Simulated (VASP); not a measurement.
# NiO (Fm-3m) in VASP: further runs, part 2 of 2

VASP 6.6.1. The steps go on from the part before.

### 4 Single point, PBEsol, collinear spin, ferromagnetic start

This run uses another cell than the first one, of 8.72 Å³/atom.

Contents of INCAR:

```
SYSTEM = NiO
PREC = Accurate ; ENCUT = 520
EDIFF = 1E-6 ; ISMEAR = 0
SIGMA = 0.1 ; LREAL = .False.
LASPH = .True. ; NELM = 150
ALGO = Normal ; ISIF = 2
LWAVE = .False. ; LCHARG = .False.
ISPIN = 2 ; MAGMOM = 1.14 0.2
LORBIT = 11 ; LMAXMIX = 4
GGA = PS ; NBANDS = 19
```

Contents of KPOINTS:

```
regular mesh
0
Gamma
  18 18 18
  0 0 0
```

Contents of POSCAR:

```
NiO
1.0
    0.0000000000      2.0580557365      2.0580557365
    2.0580557365      0.0000000000      2.0580557365
    2.0580557365      2.0580557365      0.0000000000
Ni O
1 1
Direct
    0.0000000000      0.0000000000      0.0000000000
    0.5000000000      0.5000000000      0.5000000000
```

Potentials or basis: VASP PAW PBE potentials, release 64 (Ni, O).

Started as:

```console
$ cat potpaw_PBE.64/Ni/POTCAR potpaw_PBE.64/O/POTCAR > POTCAR
$ mpirun -np 1 vasp_std > vasp.out
```

OUTCAR:

```text
SYSTEM = NiO
   PREC = Accurate
   ENCUT = 520
   EDIFF = 1E-6
   ISMEAR = 0
   LREAL = .False.
   LASPH = .True.
   NELM = 150
   ISIF = 2
   ISPIN = 2
   LORBIT = 11
   GGA = PS

 ion  position               nearest neighbor table
   1  0.000  0.000  0.000-   2 2.06   2 2.06   2 2.06   2 2.06   2 2.06   2 2.06
   2  0.500  0.500  0.500-   1 2.06   1 2.06   1 2.06   1 2.06   1 2.06   1 2.06

  LATTYP: Found a face centered cubic cell.
 ALAT       =     4.1161114730

  Lattice vectors:

 A1 = (   0.0000000000,   2.0580557365,   2.0580557365)
 A2 = (   2.0580557365,   0.0000000000,   2.0580557365)
 A3 = (   2.0580557365,   2.0580557365,   0.0000000000)

[... 1269 lines left out ...]

 VOLUME and BASIS-vectors are now :
 -----------------------------------------------------------------------------
  energy-cutoff  :      520.00
  volume of cell :       17.43
      direct lattice vectors                 reciprocal lattice vectors
     0.000000000  2.058055737  2.058055737    -0.242947745  0.242947745  0.242947745
     2.058055737  0.000000000  2.058055737     0.242947745 -0.242947745  0.242947745
     2.058055737  2.058055737  0.000000000     0.242947745  0.242947745 -0.242947745

 POSITION                                       TOTAL-FORCE (eV/Angst)
 -----------------------------------------------------------------------------------
      0.00000      0.00000      0.00000         0.000000      0.000000      0.000000
      2.05806      2.05806      2.05806        -0.000000     -0.000000     -0.000000
 -----------------------------------------------------------------------------------
    total drift:                                0.000000     -0.000000     -0.000000

  FREE ENERGIE OF THE ION-ELECTRON SYSTEM (eV)
  ---------------------------------------------------
  free  energy   TOTEN  =       -12.3993630858 eV

  energy  without entropy=      -12.3902129090  energy(sigma->0) =      -12.39478800

 total charge

# of ion       s       p       d       tot
------------------------------------------
    1        0.348   0.438   8.332   9.119
    2        1.558   3.392   0.000   4.950
--------------------------------------------------
tot          1.907   3.830   8.332  14.069

 magnetization (x)

# of ion       s       p       d       tot
------------------------------------------
    1        0.010   0.013   0.981   1.004
    2        0.023   0.141   0.000   0.164
--------------------------------------------------
tot          0.033   0.154   0.981   1.168
```

OSZICAR:

```text
N       E                     dE             d eps       ncg     rms          rms(c)
DAV:   1     0.829018013430E+02    0.82902E+02   -0.70423E+03 15805   0.106E+03
DAV:   2    -0.950041755340E+01   -0.92402E+02   -0.80881E+02 15311   0.237E+02
DAV:   3    -0.144677693151E+02   -0.49674E+01   -0.47369E+01 17109   0.555E+01
DAV:   4    -0.145122232640E+02   -0.44454E-01   -0.44398E-01 16528   0.507E+00
[... 26 lines left out ...]
DAV:  31    -0.123993456707E+02    0.17865E-04   -0.45916E-05 18727   0.138E-01    0.266E-02
DAV:  32    -0.123993585723E+02   -0.12902E-04   -0.96769E-06 17400   0.608E-02    0.162E-02
DAV:  33    -0.123993517072E+02    0.68651E-05   -0.34530E-06 14402   0.394E-02    0.193E-02
DAV:  34    -0.123993627113E+02   -0.11004E-04   -0.24114E-05 17811   0.971E-02    0.424E-03
DAV:  35    -0.123993630858E+02   -0.37451E-06   -0.90027E-07 12330   0.102E-02
   1 F= -.12399363E+02 E0= -.12394788E+02  d E =-.915018E-02  mag=     1.1968
```

Wall time 6.6 min (1 thread of Intel Xeon 8259CL, shared host); peak memory 0.23 GiB.

What came out:

```yaml
Free_energy: -12.3994 eV
Pressure: -0.3 GPa
Net_moment: 1.20 μB per cell
Site_moments: Ni +1.00; O +0.16 μB
Valence_electrons_inside_the_program's_atomic_spheres: Ni 9.12; O 4.95
```

Levels at points of the mesh, in eV from the Fermi level:
Spin up:
```tsv
k point	band 5	band 6	band 7	band 8	band 9	band 10	band 11	band 12	band 13	band 14
(0.00, 0.00, 0.00)	-2.67	-2.67	-2.48	-2.48	-2.48	1.69	17.73	19.14	19.14	19.14
(0.50, 0.00, 0.00)	-1.65	-1.65	-1.16	0.68	0.68	5.52	10.28	14.17	14.17	21.77
(0.50, 0.50, 0.00)	-3.50	-2.27	-1.63	-1.33	-1.33	6.37	10.67	12.32	16.97	16.97
```
Spin down:
| k point | band 3 | band 4 | band 5 | band 6 | band 7 | band 8 | band 9 | band 10 | band 11 | band 12 |
| --- | --- | --- | --- | --- | --- | --- | --- | --- | --- | --- |
| (0.00, 0.00, 0.00) | -2.99 | -2.99 | -1.85 | -1.85 | -1.85 | -1.06 | -1.06 | 1.93 | 17.71 | 19.33 |
| (0.50, 0.00, 0.00) | -5.42 | -5.42 | -0.89 | -0.89 | -0.51 | 1.95 | 1.95 | 5.64 | 10.63 | 14.38 |
| (0.50, 0.50, 0.00) | -4.39 | -4.39 | -2.96 | -0.63 | -0.63 | -0.61 | 0.03 | 6.68 | 10.91 | 12.55 |

Caveat: the PAW data sets were made with another functional, which shifts forces and pressure a little; a cell with one magnetic atom can't hold antiferromagnetic order, which such compounds often take; semilocal functionals often make such compounds metallic where correlation or magnetic order opens a gap, which also shifts bond lengths.

### 5 Overview

| cell | gap on the mesh (eV) | pressure (GPa) | moment (μB) |
| --- | --- | --- | --- |
| a = 2.851 Å, angles 60.0°, 2 atoms | none | 13.4 | 0.69 |
| a = 2.881 Å, angles 60.0°, 2 atoms | none | 4.9 | 0.78 |
| a = 2.911 Å, angles 60.0°, 2 atoms | none | -0.3 | 1.20 |

Alike in all rows: task single point; level PBEsol; potentials or basis VASP PAW PBE potentials, release 64 (Ni, O); spin collinear, ferromagnetic start; k mesh 18 × 18 × 18; cutoff (eV) 520; smearing gaussian 0.1 eV.

Caveats: the PAW data sets were made with another functional, which shifts forces and pressure a little; a cell with one magnetic atom can't hold antiferromagnetic order, which such compounds often take; semilocal functionals often make such compounds metallic where correlation or magnetic order opens a gap, which also shifts bond lengths; the cell stands under pressure (at least some runs).

Total energies depend on the potentials used, so only differences within one code and one set of settings carry meaning.

### 6 How close it comes

Step 4. Measured gap of NiO: 4.3 eV (quoted in “Local correlations, non-local screening, multiplets, and band formation in NiO”, 2012, arxiv:1210.6675). This calculation gives 0.00 eV (-4.30 eV). So large a miss can be the level of theory's own, or it may mean another phase, state or a wrong row. The value is that of PBEsol on a finite k mesh, which can miss the band edges, without temperature or zero-point motion. Semilocal functionals fall short of measured gaps as a rule. The run's magnetic order (collinear spin, ferromagnetic start) needn't be the measured crystal's.
